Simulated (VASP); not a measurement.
# AlIn2As2P (P4/mmm) in VASP: notebook

AlIn2As2P is run at these levels: PBE; tasks: single point, relaxation of cell and atoms.

All numbers are computed with VASP 6.6.1; they aren't measurements. Logs are shortened: lines on timing, memory, paths and dates and some standing lists are left out, and cuts for length are marked.

## Step 1: The cell of the first run

It takes space group P4/mmm (No. 123, tetragonal). Conventional cell: a = 4.519 Å, b = 4.519 Å, c = 5.801 Å, α = 90.00°, β = 90.00°, γ = 90.00°. Within 3.8 Å of Al (site symmetry 4/mmm) lie 2 P at 2.90 Å and 8 In at 3.44 Å and 8 As at 3.68 Å. Within 3.4 Å of In (site symmetry 4mm) lie 2 In at 2.57 to 3.23 Å and 4 As at 2.78 Å. P (site symmetry 4/mmm) has 4 As at 2.26 Å and 2 Al at 2.90 Å within 3.0 Å. Within 3.0 Å of As (site symmetry mmm) lie 2 P at 2.26 Å and 4 In at 2.78 Å.

## Step 2: Single point, PBE

Contents of INCAR:

```
PREC = Accurate
ENCUT = 520
EDIFF = 1E-6
ISMEAR = 0
SIGMA = 0.1
LREAL = False
LASPH = True
NELM = 80
ALGO = Normal
ISIF = 2
LWAVE = False
LCHARG = False
GGA = PE
NBANDS = 31
```

Contents of KPOINTS:

```
regular mesh
0
Gamma
  4 4 4
```

Contents of POSCAR:

```
AlIn2As2P
1.0
    4.5191634600      0.0000000000      0.0000000000
    0.0000000000      4.5191634600      0.0000000000
    0.0000000000      0.0000000000      5.8011603800
Al In P As
1 2 1 2
Direct
    0.0000000000      0.0000000000      0.5000000000
    0.5000000000      0.5000000000      0.2788000100
    0.5000000000      0.5000000000      0.7211999900
    0.0000000000      0.0000000000      0.0000000000
    0.0000000000      0.5000000000      0.0000000000
    0.5000000000      0.0000000000      0.0000000000
```

Potentials or basis: VASP PAW PBE potentials, release 64 (Al, In_d, P, As).

Started as:

```bash
cat potpaw_PBE.64/Al/POTCAR potpaw_PBE.64/In_d/POTCAR potpaw_PBE.64/P/POTCAR potpaw_PBE.64/As/POTCAR > POTCAR
mpirun -np 1 vasp_std > vasp.out
```

OUTCAR:

```text
PREC = Accurate
   ENCUT = 520
   EDIFF = 1E-6
   ISMEAR = 0
   LREAL = False
   LASPH = True
   NELM = 80
   ISIF = 2
   GGA = PE

 ion  position               nearest neighbor table
   1  0.000  0.000  0.500-   4 2.90   4 2.90   2 3.44   3 3.44   2 3.44   3 3.44   2 3.44   3 3.44
                             2 3.44   3 3.44
   2  0.500  0.500  0.279-   3 2.57   5 2.78   6 2.78   6 2.78   5 2.78   3 3.23   1 3.44   1 3.44
                             1 3.44   1 3.44
   3  0.500  0.500  0.721-   2 2.57   5 2.78   6 2.78   6 2.78   5 2.78   2 3.23   1 3.44   1 3.44
                             1 3.44   1 3.44
   4  0.000  0.000  0.000-   5 2.26   6 2.26   5 2.26   6 2.26   1 2.90   1 2.90
   5  0.000  0.500  0.000-   4 2.26   4 2.26   2 2.78   3 2.78   2 2.78   3 2.78
   6  0.500  0.000  0.000-   4 2.26   4 2.26   2 2.78   2 2.78   3 2.78   3 2.78

  LATTYP: Found a simple tetragonal cell.
 ALAT       =     4.5191634600
 C/A-ratio  =     1.2836801393

  Lattice vectors:

 A1 = (   4.5191634600,   0.0000000000,   0.0000000000)
 A2 = (   0.0000000000,   4.5191634600,   0.0000000000)
 A3 = (   0.0000000000,   0.0000000000,   5.8011603800)

Analysis of symmetry for initial positions (statically):
=====================================================================
 Subroutine PRICEL returns:
 Original cell was already a primitive cell.

 Routine SETGRP: Setting up the symmetry group for a
 simple tetragonal supercell.

 Subroutine GETGRP returns: Found 16 space group operations
 (whereof 16 operations were pure point group operations)
 out of a pool of 16 trial point group operations.

The static configuration has the point symmetry D_4h.

Analysis of symmetry for dynamics (positions and initial velocities):
=====================================================================
 Subroutine PRICEL returns:
 Original cell was already a primitive cell.

 Routine SETGRP: Setting up the symmetry group for a
 simple tetragonal supercell.

 Subroutine GETGRP returns: Found 16 space group operations
 (whereof 16 operations were pure point group operations)
 out of a pool of 16 trial point group operations.

The dynamic configuration has the point symmetry D_4h.

 Subroutine INISYM returns: Found 16 space group operations
 (whereof 16 operations are pure point group operations),
 and found     1 'primitive' translations

----------------------------------------------------------------------------------------

                                     Primitive cell

  volume of cell :     118.4762

[... 93 lines left out ...]
   IBRION =     -1    ionic relax: 0-MD 1-quasi-New 2-CG
   NFREE  =      0    steps in history (QN), initial steepest desc. (CG)
   ISIF   =      2    stress and relaxation
   ISYM   =      2    0-nonsym 1-usesym 2-fastsym
   POTIM  = 0.5000    time-step for ionic-motion
   TEBEG  =    0.0;   TEEND  =   0.0 temperature during run
   PSTRESS=    0.0 pullay stress
   NELECT =      44.0000    total number of electrons
   NUPDOWN=      -1.0000    fix difference up-down
   EMIN   =  10.00;   EMAX   =-10.00  energy-range for DOS
   EFERMI =   0.00;   METHOD = LEGACY
   ISMEAR =     0;   SIGMA  =   0.10  broadening in eV -4-tet -1-fermi 0-gaus
   EFERMI_NEDOS =   21; number of points for ismear=-14 and -15
   IALGO  =     38    algorithm
   IMIX   =      4    mixing-type and parameters
     AMIX     =   0.40;   BMIX     =  1.00
     AMIX_MAG =   1.60;   BMIX_MAG =  1.00
  volume/ion in A,a.u.               =      19.75       133.25
  Fermi-wavevector in a.u.,A,eV,Ry     =   1.176744  2.223724 18.840353  1.384727
  Thomas-Fermi vector in A             =   2.313103
   LORBIT       =      0    0 simple, 1 ext, 2 COOP (PROOUT), +10 PAW based schemes
   GGA     = PE    functional components
   LHFCALC =     F    Hartree Fock is set to
   AEXX    =    0.0000 exact exchange contribution
   IVDW    =     0    specifies the selected vdW correction
   LEPSILON=     F    determine dielectric tensor
   LRPA    =     F    only Hartree local field effects (RPA)
 non-spin polarized calculation
 Gauss-broadening in eV      SIGMA  =   0.10
  energy-cutoff  :      520.00
  volume of cell :      118.48
 maximum number of plane-waves:      3208
 NGX is ok and might be reduce to    36
   NGX = 17   NGY = 17   NGZ = 21

 number of electron      44.0000017 magnetization

 Free energy of the ion-electron system (eV)
  ---------------------------------------------------
  ext. energy  EPLUGINS =         0.00000000
  ---------------------------------------------------
  free energy    TOTEN  =       -19.82622980 eV

  energy without entropy =      -19.81305583  energy(sigma->0) =      -19.81964282

 E-fermi :   7.8226     XC(G=0): -10.5078

 val. band max:        7.7960973043   @ k =   0.0000   0.0000   0.2500
 cond. band min:       7.8627152437   @ k =   0.2500   0.2500   0.5000
 fundamental gap:      0.0666179394
 Fermi energy:         7.8226011101

 k-point     1 :       0.0000    0.0000    0.0000
  band No.  band energies     occupation
      1      -8.0064      2.00000
      2      -7.6040      2.00000
      3      -7.2601      2.00000
      4      -7.2601      2.00000
      5      -7.0482      2.00000
      6      -6.8839      2.00000
[... 601 lines left out ...]
     30      11.3285      0.00000
     31      11.6145      0.00000

------------------------ aborting loop because EDIFF is reached ----------------------------------------

  FORCE on cell =-STRESS in cart. coord.  units (eV):
  Direction    XX          YY          ZZ          XY          YZ          ZX
  --------------------------------------------------------------------------------------
  -------------------------------------------------------------------------------------
  Total       14.2323147     14.2323147      8.9686895      0.0000000      0.0000000      0.0000000
  in kB      192.4665000    192.4665000    121.2854208      0.0000000      0.0000000      0.0000000
  external PRESSURE =     168.7394736 kB  Pullay stress =       0.0000000 kB

 VOLUME and BASIS-vectors are now :
 -----------------------------------------------------------------------------
  energy-cutoff  :      520.00
  volume of cell :      118.48
      direct lattice vectors                 reciprocal lattice vectors
     4.519163460  0.000000000  0.000000000     0.221279891  0.000000000  0.000000000
     0.000000000  4.519163460  0.000000000     0.000000000  0.221279891  0.000000000
     0.000000000  0.000000000  5.801160380     0.000000000  0.000000000  0.172379306

 POSITION                                       TOTAL-FORCE (eV/Angst)
 -----------------------------------------------------------------------------------
      0.00000      0.00000      2.90058         0.000000      0.000000      0.000000
      2.25958      2.25958      1.61736         0.000000     -0.000000     -0.278321
      2.25958      2.25958      4.18380         0.000000      0.000000      0.278321
      0.00000      0.00000      0.00000         0.000000      0.000000      0.000000
      0.00000      2.25958      0.00000         0.000000      0.000000      0.000000
      2.25958      0.00000      0.00000         0.000000      0.000000      0.000000
 -----------------------------------------------------------------------------------
    total drift:                                0.000000      0.000000      0.000000

  FREE ENERGIE OF THE ION-ELECTRON SYSTEM (eV)
  ---------------------------------------------------
  free  energy   TOTEN  =       -19.8262298012 eV

  energy  without entropy=      -19.8130558326  energy(sigma->0) =      -19.81964282
```

stdout:

```text
POSCAR found type information on POSCAR AlInP As
 POSCAR found :  4 types and       6 ions
 scaLAPACK will be used
 LDA part: xc-table for (Slater+PW92), standard interpolation
 POSCAR, INCAR and KPOINTS ok, starting setup
 FFT: planning ... GRIDC
 FFT: planning ... GRID_SOFT
 FFT: planning ... GRID
 WAVECAR not read
 entering main loop
```

It took 52 s on 1 thread of Intel Xeon Platinum 8375C at 2.90GHz (Ice Lake), shared host; peak memory 0.27 GiB.

What came out:

```yaml
Free_energy: -19.8262 eV
Pressure: 16.9 GPa
Largest_force: 0.278 eV/Å
Band_gap_on_the_k_mesh: zero (band 22 reaches 8.64 eV, above the bottom of band 23 at 7.06 eV)
```

Forces in eV/Å, atoms in the order of the input:
```
Al   0.000  0.000  0.000
In   0.000  0.000 -0.278
In   0.000  0.000  0.278
P    0.000  0.000  0.000
As   0.000  0.000  0.000
As   0.000  0.000  0.000
```

Stress tensor (GPa, compression positive):
```
19.25  0.00  0.00
 0.00 19.25  0.00
 0.00  0.00 12.13
```

Caveat: spin-orbit coupling is left out, which moves the levels of the heavy elements.

## Step 3: Single point, PBE

This run uses another cell than the first one, of 24.43 Å³/atom, 1.237 times its volume.

Contents of INCAR:

```
  PREC = Accurate
  ENCUT = 520
  EDIFF = 1E-7
  ISMEAR = 0
  SIGMA = 0.1
  LREAL = False
  LASPH = True
  NELM = 100
  ALGO = Normal
  ISIF = 2
  LWAVE = False
  LCHARG = False
  GGA = PE
  NBANDS = 31
```

KPOINTS is that of step 2.

Contents of POSCAR:

```
AlIn2As2P
1.0
    5.1412838247      0.0000000000      0.0000000000
    0.0000000000      5.1412838247      0.0000000000
    0.0000000000      0.0000000000      5.5446801680
Al In P As
1 2 1 2
Direct
    0.0000000000      0.0000000000      0.5000000000
    0.5000000000      0.5000000000      0.2580067623
    0.5000000000      0.5000000000      0.7419932377
    0.0000000000      0.0000000000      0.0000000000
    0.0000000000      0.5000000000      0.0000000000
    0.5000000000      0.0000000000      0.0000000000
```

Potentials or basis: VASP PAW PBE potentials, release 64 (Al, In_d, P, As).

Started as:

```bash
cat potpaw_PBE.64/Al/POTCAR potpaw_PBE.64/In_d/POTCAR potpaw_PBE.64/P/POTCAR potpaw_PBE.64/As/POTCAR > POTCAR
mpirun -np 1 vasp_std > vasp.out
```

Wall time 67 s (1 thread of Intel Xeon Platinum 8375C at 2.90GHz (Ice Lake), shared host); peak memory 0.29 GiB.

Results (log left out):

```yaml
Free_energy: -21.3649 eV
Pressure: 0.1 GPa
Largest_force: 0.008 eV/Å
Band_gap_on_the_k_mesh: zero (band 22 reaches 6.08 eV, above the bottom of band 23 at 5.03 eV)
```

Forces on the atoms (eV/Å):
```
Al   0.000  0.000  0.000
In   0.000  0.000  0.008
In   0.000  0.000 -0.008
P    0.000  0.000  0.000
As   0.000  0.000  0.000
As   0.000  0.000  0.000
```

Stress tensor (GPa, compression positive):
```
 0.11  0.00  0.00
 0.00  0.11  0.00
 0.00  0.00 -0.01
```

Levels at points of the mesh, in eV from the Fermi level:
| k point | band 20 | band 21 | band 22 | band 23 | band 24 | band 25 |
| --- | --- | --- | --- | --- | --- | --- |
| (0.00, 0.00, 0.00) | -2.05 | -1.51 | -0.61 | -0.58 | 1.50 | 1.50 |
| (0.50, 0.00, 0.00) | -2.87 | -0.56 | -0.50 | -0.16 | 1.41 | 2.04 |
| (0.50, 0.50, 0.00) | -1.79 | -0.69 | -0.69 | -0.34 | -0.02 | -0.02 |
| (0.00, 0.00, 0.50) | -1.76 | -1.06 | -0.52 | -0.52 | -0.48 | 1.74 |
| (0.50, 0.00, 0.50) | -0.96 | -0.46 | 0.07 | 0.57 | 0.82 | 0.94 |
| (0.50, 0.50, 0.50) | 0.05 | 0.05 | 0.47 | 1.00 | 1.02 | 2.44 |

Caveat: spin-orbit coupling is left out, which moves the levels of the heavy elements.

(Continued in part 2 of 2.)
